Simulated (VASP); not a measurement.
Input of a VASP 6.6.1 run:

File INCAR:

```
  PREC = Accurate
  ENCUT = 520
  EDIFF = 1E-6
  ISMEAR = 0
  SIGMA = 0.02
  LREAL = F
  LASPH = T
  NELM = 100
  ALGO = Normal
  ISIF = 2
  LWAVE = F
  LCHARG = F
  GGA = PE
  NBANDS = 55
```

Contents of KPOINTS:

```
Automatic mesh
0
Gamma
  6 6 6
```

File POSCAR:

```
Ga2O3
1.0
    2.5289880641      1.4601119396      4.5413367015
   -2.5289880641      1.4601119396      4.5413367015
    0.0000000000     -2.9202238792      4.5413367015
Ga O
4 6
Direct
    0.8558433123      0.8558433123      0.8558433123
    0.6441566877      0.6441566877      0.6441566877
    0.1441566877      0.1441566877      0.1441566877
    0.3558433123      0.3558433123      0.3558433123
    0.0530947942      0.4469052058      0.7500000000
    0.7500000000      0.0530947942      0.4469052058
    0.4469052058      0.7500000000      0.0530947942
    0.9469052058      0.5530947942      0.2500000000
    0.2500000000      0.9469052058      0.5530947942
    0.5530947942      0.2500000000      0.9469052058
```

Potentials or basis: VASP PAW PBE potentials, release 64 (Ga_d, O).

Launch:

```sh
$ cat potpaw_PBE.64/Ga_d/POTCAR potpaw_PBE.64/O/POTCAR > POTCAR
$ mpirun -np 1 vasp_std > vasp.out
```

(1) What does it give for the largest force?

(2) Estimate the pressure.

(3) What does it give for the band gap on the k mesh?

## Answers

(1) 0.011 eV/Å.

(2) 0.9 GPa.

(3) 2.39 eV, indirect (least direct gap 2.62 eV).
